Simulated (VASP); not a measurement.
# Au (I4/mmm) in VASP: notebook

Au is run at these levels: PBE; tasks: single point.

All numbers are computed with VASP 6.6.1; they aren't measurements. Logs are shortened: lines on timing, memory, paths and dates and some standing lists are left out, and cuts for length are marked.

### 1 The cell of the first run

It takes space group I4/mmm (No. 139, tetragonal). Conventional cell: a = 2.881 Å, b = 2.881 Å, c = 4.300 Å, α = 90.00°, β = 90.00°, γ = 90.00°. Au (site symmetry 4/mmm) has 12 Au at 2.88 to 2.96 Å within 3.8 Å.

### 2 Single point, PBE (biaxial strain in the a-b plane: -2.0 %, then relaxed in part)

The input, INCAR:

```
SYSTEM = Au
PREC = Accurate
ENCUT = 520
EDIFF = 1E-6
ISMEAR = 0
SIGMA = 0.1
LREAL = .False.
LASPH = .True.
NELM = 80
ALGO = Fast
ISIF = 2
LWAVE = .False.
LCHARG = .False.
GGA = PE
NBANDS = 18
```

The input, KPOINTS:

```
regular mesh
0
Gamma
  18 18 12
  0 0 0
```

The input, POSCAR:

```
Au
1.0
    2.0373691177      2.0373691177      0.0000000000
   -2.0373691177      2.0373691177      0.0000000000
    0.0000000000      0.0000000000      4.3004002676
Au
2
Direct
    0.0000000000      0.0000000000      0.0000000000
    0.5000000000      0.5000000000      0.5000000000
```

Potentials or basis: VASP PAW PBE potentials, release 64 (Au).

Started as:

```sh
cat potpaw_PBE.64/Au/POTCAR > POTCAR
mpirun -np 1 vasp_std > vasp.out
```

OUTCAR:

```text
SYSTEM = Au
   PREC = Accurate
   ENCUT = 520
   EDIFF = 1E-6
   ISMEAR = 0
   LREAL = .False.
   LASPH = .True.
   NELM = 80
   ISIF = 2
   GGA = PE

 ion  position               nearest neighbor table
   1  0.000  0.000  0.000-   2 2.96   2 2.96   2 2.96   2 2.96   2 2.96   2 2.96   2 2.96   2 2.96

   2  0.500  0.500  0.500-   1 2.96   1 2.96   1 2.96   1 2.96   1 2.96   1 2.96   1 2.96   1 2.96

  LATTYP: Found a simple tetragonal cell.
 ALAT       =     2.8812750378
 C/A-ratio  =     1.4925337606

  Lattice vectors:

 A1 = (   2.0373691177,   2.0373691177,   0.0000000000)
 A2 = (  -2.0373691177,   2.0373691177,   0.0000000000)
 A3 = (   0.0000000000,   0.0000000000,   4.3004002676)

Analysis of symmetry for initial positions (statically):
=====================================================================
 Subroutine PRICEL returns following result:

  LATTYP: Found a body centered tetragonal cell.
 ALAT       =     2.8812750378
 C/A-ratio  =     1.4925337606

  Lattice vectors:

 A1 = (   2.0373691177,   0.0000000000,  -2.1502001338)
 A2 = (  -2.0373691177,   0.0000000000,  -2.1502001338)
 A3 = (   0.0000000000,   2.0373691177,   2.1502001338)

   2 primitive cells build up your supercell.

 Routine SETGRP: Setting up the symmetry group for a
 simple tetragonal supercell.

 Subroutine GETGRP returns: Found 16 space group operations
 (whereof 16 operations were pure point group operations)
 out of a pool of 16 trial point group operations.

The static configuration has the point symmetry D_4h.

Analysis of symmetry for dynamics (positions and initial velocities):
=====================================================================
 Subroutine PRICEL returns following result:

  LATTYP: Found a body centered tetragonal cell.
 ALAT       =     2.8812750378
 C/A-ratio  =     1.4925337606

  Lattice vectors:

 A1 = (   2.0373691177,   0.0000000000,  -2.1502001338)
 A2 = (  -2.0373691177,   0.0000000000,  -2.1502001338)
 A3 = (   0.0000000000,   2.0373691177,   2.1502001338)

   2 primitive cells build up your supercell.

 Routine SETGRP: Setting up the symmetry group for a
 simple tetragonal supercell.

 Subroutine GETGRP returns: Found 16 space group operations
 (whereof 16 operations were pure point group operations)
 out of a pool of 16 trial point group operations.

The dynamic configuration has the point symmetry D_4h.

 Subroutine INISYM returns: Found 16 space group operations
 (whereof 16 operations are pure point group operations),
 and found     2 'primitive' translations

----------------------------------------------------------------------------------------

                                     Primitive cell

  volume of cell :      17.8504

  direct lattice vectors                    reciprocal lattice vectors
     2.037369118  0.000000000 -2.150200134     0.245414538  0.245414538 -0.232536494
    -2.037369118  0.000000000 -2.150200134    -0.245414538  0.245414538 -0.232536494
     0.000000000  2.037369118  2.150200134     0.000000000  0.490829075  0.000000000

  length of vectors
     2.962133275  2.962133275  2.962133275     0.417767653  0.417767653  0.490829075

  position of ions in fractional coordinates (direct lattice)
     0.000000000  0.000000000  0.000000000

  ion indices of the primitive-cell ions
   primitive index   ion index
                 1           1

----------------------------------------------------------------------------------------

 KPOINTS: regular mesh

Automatic generation of k-mesh.
 Grid dimensions read from file:
 generate k-points for:   18   18   12

 Generating k-lattice:

  Cartesian coordinates                     Fractional coordinates (reciprocal lattice)
     0.013634141  0.013634141  0.000000000     0.055555556  0.000000000  0.000000000
    -0.013634141  0.013634141  0.000000000     0.000000000  0.055555556  0.000000000
     0.000000000  0.000000000  0.019378041     0.000000000  0.000000000  0.083333333

  Length of vectors
     0.019281587  0.019281587  0.019378041

  Shift w.r.t. Gamma in fractional coordinates (k-lattice)
     0.000000000  0.000000000  0.000000000

 Subroutine IBZKPT returns following result:
 ===========================================

 Found    385 irreducible k-points:

 Following reciprocal coordinates:
            Coordinates               Weight
  0.000000  0.000000  0.000000      1.000000
  0.055556  0.000000  0.000000      4.000000
  0.111111  0.000000  0.000000      4.000000
  0.166667  0.000000  0.000000      4.000000
  0.222222  0.000000  0.000000      4.000000
  0.277778  0.000000  0.000000      4.000000
[... 16 lines left out ...]
  0.277778  0.111111  0.000000      8.000000
  0.333333  0.111111  0.000000      8.000000
 [... further k-points ...]
   k-points           NKPTS =    385   k-points in BZ     NKDIM =    385   number of bands    NBANDS=     18
   number of dos      NEDOS =    301   number of ions     NIONS =      2
   total plane-waves  NPLWV =  18432
   dimension x,y,z NGX =    24 NGY =   24 NGZ =   32
   dimension x,y,z NGXF=    48 NGYF=   48 NGZF=   64
   ions per type =               2
   NGX,Y,Z   is equivalent  to a cutoff of  13.85, 13.85, 12.37 a.u.
   NGXF,Y,Z  is equivalent  to a cutoff of  27.70, 27.70, 24.74 a.u.
 SYSTEM =  Au
   PREC   = accura    normal or accurate (medium, high low for compatibility)
   ISTART =      0    job   : 0-new  1-cont  2-samecut
   ICHARG =      2    charge: 1-file 2-atom 10-const
   ISPIN  =      1    spin polarized calculation?
   LNONCOLLINEAR =      F non collinear calculations
   LSORBIT =      F    spin-orbit coupling
   LASPH  =      T    aspherical Exc in radial PAW
   ENCUT  =  520.0 eV  38.22 Ry    6.18 a.u.   5.36  5.36  8.00*2*pi/ulx,y,z
   NELM   =     80;   NELMIN=  2; NELMDL= -5     # of ELM steps
   EDIFF  = 0.1E-05   stopping-criterion for ELM
   LREAL  =      F    real-space projection
   EDIFFG = 0.1E-04   stopping-criterion for IOM
   NSW    =      0    number of steps for IOM
   IBRION =     -1    ionic relax: 0-MD 1-quasi-New 2-CG
   NFREE  =      0    steps in history (QN), initial steepest desc. (CG)
   ISIF   =      2    stress and relaxation
   ISYM   =      2    0-nonsym 1-usesym 2-fastsym
   POTIM  = 0.5000    time-step for ionic-motion
   TEBEG  =    0.0;   TEEND  =   0.0 temperature during run
   PSTRESS=    0.0 pullay stress
   NELECT =      22.0000    total number of electrons
   NUPDOWN=      -1.0000    fix difference up-down
   EMIN   =  10.00;   EMAX   =-10.00  energy-range for DOS
   EFERMI =   0.00;   METHOD = LEGACY
   ISMEAR =     0;   SIGMA  =   0.10  broadening in eV -4-tet -1-fermi 0-gaus
   EFERMI_NEDOS =   21; number of points for ismear=-14 and -15
   IALGO  =     68    algorithm
   IMIX   =      4    mixing-type and parameters
     AMIX     =   0.40;   BMIX     =  1.00
     AMIX_MAG =   1.60;   BMIX_MAG =  1.00
  volume/ion in A,a.u.               =      17.85       120.46
  Fermi-wavevector in a.u.,A,eV,Ry     =   1.393124  2.632622 26.406093  1.940793
  Thomas-Fermi vector in A             =   2.516800
   LORBIT       =      0    0 simple, 1 ext, 2 COOP (PROOUT), +10 PAW based schemes
   GGA     = PE    functional components
   LHFCALC =     F    Hartree Fock is set to
   AEXX    =    0.0000 exact exchange contribution
   IVDW    =     0    specifies the selected vdW correction
   LEPSILON=     F    determine dielectric tensor
   LRPA    =     F    only Hartree local field effects (RPA)
 non-spin polarized calculation
 RMM-DIIS sequential band-by-band and
 Gauss-broadening in eV      SIGMA  =   0.10
  energy-cutoff  :      520.00
  volume of cell :       35.70
 maximum number of plane-waves:       980
 NGX is ok and might be reduce to    24
   NGX = 11   NGY = 11   NGZ = 15

 number of electron      22.0000004 magnetization

 Free energy of the ion-electron system (eV)
  ---------------------------------------------------
  ext. energy  EPLUGINS =         0.00000000
  ---------------------------------------------------
  free energy    TOTEN  =        -6.43419977 eV

  energy without entropy =       -6.43105096  energy(sigma->0) =       -6.43262536

 E-fermi :   8.7298     XC(G=0): -12.4403

 val. band max:        8.6814560426   @ k =   0.5000   0.0556   0.0000
 cond. band min:       8.7316049430   @ k =   0.2778   0.0556   0.3333
 fundamental gap:      0.0501489004
 Fermi energy:         8.7298135776

 k-point     1 :       0.0000    0.0000    0.0000
  band No.  band energies     occupation
      1      -0.6543      2.00000
      2       2.0119      2.00000
      3       2.3377      2.00000
      4       3.9663      2.00000
      5       4.4313      2.00000
      6       4.4313      2.00000
[... 10 lines left out ...]
     17      25.9974      0.00000
     18      26.5070      0.00000

 k-point     2 :       0.0556    0.0000    0.0000
  band No.  band energies     occupation
      1      -0.5825      2.00000
      2       2.0603      2.00000
      3       2.3781      2.00000
      4       4.0003      2.00000
      5       4.3992      2.00000
      6       4.4515      2.00000
[... 10 lines left out ...]
     17      26.3183      0.00000
     18      26.5584      0.00000

 k-point     3 :       0.1111    0.0000    0.0000
  band No.  band energies     occupation
      1      -0.3706      2.00000
      2       2.1837      2.00000
      3       2.5129      2.00000
      4       4.0950      2.00000
      5       4.3087      2.00000
      6       4.5117      2.00000
[... 10 lines left out ...]
     17      25.6595      0.00000
     18      26.3966      0.00000

 k-point     4 :       0.1667    0.0000    0.0000
  band No.  band energies     occupation
      1      -0.0291      2.00000
      2       2.3367      2.00000
      3       2.7632      2.00000
      4       4.1752      2.00000
      5       4.2242      2.00000
      6       4.6101      2.00000
[... 375 lines left out ...]
      4       3.8427      2.00000
      5       4.5055      2.00000
      6       4.7840      2.00000
[... 10 lines left out ...]
     17      23.9607      0.00000
     18      25.6772      0.00000

 k-point    23 :       0.2778    0.1111    0.0000
  band No.  band energies     occupation
      1       1.2082      2.00000
      2       2.9153      2.00000
      3       3.4992      2.00000
      4       3.6863      2.00000
      5       4.3796      2.00000
      6       4.4969      2.00000
[... 10 lines left out ...]
     17      23.1022      0.00000
     18      26.1405      0.00000

 k-point    24 :       0.3333    0.1111    0.0000
  band No.  band energies     occupation
      1       1.7639      2.00000
      2       3.1060      2.00000
      3       3.5546      2.00000
      4       3.7115      2.00000
      5       4.0385      2.00000
      6       4.3768      2.00000
[... 10 lines left out ...]
     17      21.9799      0.00000
     18      26.0513      0.00000

 [... further k-points ...]

------------------------ aborting loop because EDIFF is reached ----------------------------------------

  FORCE on cell =-STRESS in cart. coord.  units (eV):
  Direction    XX          YY          ZZ          XY          YZ          ZX
  --------------------------------------------------------------------------------------
  -------------------------------------------------------------------------------------
  Total        0.3225512      0.3225512     -0.0398216      0.0000000      0.0000000      0.0000000
  in kB       14.4754109     14.4754109     -1.7871067      0.0000000      0.0000000      0.0000000
  external PRESSURE =       9.0545717 kB  Pullay stress =       0.0000000 kB

 VOLUME and BASIS-vectors are now :
 -----------------------------------------------------------------------------
  energy-cutoff  :      520.00
  volume of cell :       35.70
      direct lattice vectors                 reciprocal lattice vectors
     2.037369118  2.037369118  0.000000000     0.245414538  0.245414538  0.000000000
    -2.037369118  2.037369118  0.000000000    -0.245414538  0.245414538  0.000000000
     0.000000000  0.000000000  4.300400268     0.000000000  0.000000000  0.232536494

 POSITION                                       TOTAL-FORCE (eV/Angst)
 -----------------------------------------------------------------------------------
      0.00000      0.00000      0.00000         0.000000     -0.000000      0.000000
      0.00000      2.03737      2.15020        -0.000000      0.000000     -0.000000
 -----------------------------------------------------------------------------------
    total drift:                               -0.000000      0.000000     -0.000000

  FREE ENERGIE OF THE ION-ELECTRON SYSTEM (eV)
  ---------------------------------------------------
  free  energy   TOTEN  =        -6.4341997694 eV

  energy  without entropy=       -6.4310509578  energy(sigma->0) =       -6.43262536
```

Run time: 1.8 min. Hardware: 1 thread of Intel Xeon Platinum 8488C (Sapphire Rapids), shared host; peak memory 0.31 GiB.

What came out:

| Property | Result |
| --- | --- |
| Free energy | -6.4342 eV |
| Pressure | 0.9 GPa |
| Band gap on the k mesh | zero (band 11 reaches 13.72 eV, above the bottom of band 12 at 6.31 eV) |

Stress tensor (GPa, compression positive):
```
 1.45  0.00  0.00
 0.00  1.45  0.00
 0.00  0.00 -0.18
```

Caveat: the cell differs from its parent crystal (biaxial strain in the a-b plane: -2.0 %, then relaxed in part); spin-orbit coupling is left out, which moves the levels of the heavy elements.

### 3 Single point, PBE (biaxial strain in the a-b plane: -3.0 %, then relaxed in part)

The input, INCAR:

```
SYSTEM = Au
ALGO = Fast
EDIFF = 1E-6
ENCUT = 520
GGA = PE
ISIF = 2
ISMEAR = 0
LASPH = .TRUE.
LCHARG = .FALSE.
LREAL = .FALSE.
LWAVE = .FALSE.
NBANDS = 18
NELM = 60
PREC = Accurate
SIGMA = 0.1
```

The input, KPOINTS:

```
k-points
0
G
  18 18 12
  0 0 0
```

The input, POSCAR:

```
Au
1.0
    2.0165796369      2.0165796369      0.0000000000
   -2.0165796369      2.0165796369      0.0000000000
    0.0000000000      0.0000000000      4.3771176399
Au
2
Direct
    0.0000000000      0.0000000000      0.0000000000
    0.5000000000      0.5000000000      0.5000000000
```

Potentials or basis: VASP PAW PBE potentials, release 64 (Au).

Started as:

```sh
cat potpaw_PBE.64/Au/POTCAR > POTCAR
mpirun -np 1 vasp_std > vasp.out
```

Run time: 2.2 min. Hardware: 1 thread of Intel Xeon Platinum 8488C (Sapphire Rapids), shared host; peak memory 0.31 GiB.

The run converged. Its results:

| Quantity | Value |
| --- | --- |
| Free energy | -6.4252 eV |
| Pressure | 1.4 GPa |
| Band gap on the k mesh | zero (band 11 reaches 14.00 eV, above the bottom of band 12 at 6.42 eV) |

Stress tensor (GPa, compression positive):
```
 2.26  0.00  0.00
 0.00  2.26  0.00
 0.00  0.00 -0.18
```

Levels at points of the mesh, in eV from the Fermi level:
```tsv
k point	band 8	band 9	band 10	band 11	band 12	band 13	band 14	band 15
(0.00, 0.00, 0.00)	-2.73	-1.98	-1.73	-1.73	0.29	4.22	10.83	10.83
(0.50, 0.00, 0.00)	-3.56	-2.93	-2.93	0.06	0.06	7.28	7.28	9.32
(0.50, 0.50, 0.00)	-1.97	-1.38	-1.38	1.59	1.59	6.06	6.06	9.42
(0.00, 0.00, 0.50)	-3.17	-3.17	-3.17	-2.36	-2.36	14.00	14.00	14.85
(0.50, 0.00, 0.50)	-2.12	-1.85	-1.85	-0.76	-0.76	2.86	2.86	13.58
(0.50, 0.50, 0.50)	-3.24	-1.38	-1.38	5.21	5.21	6.03	6.03	6.03
```

Caveat: the cell differs from its parent crystal (biaxial strain in the a-b plane: -3.0 %, then relaxed in part); spin-orbit coupling is left out, which moves the levels of the heavy elements.

(Part 1 of 2 ends here.)
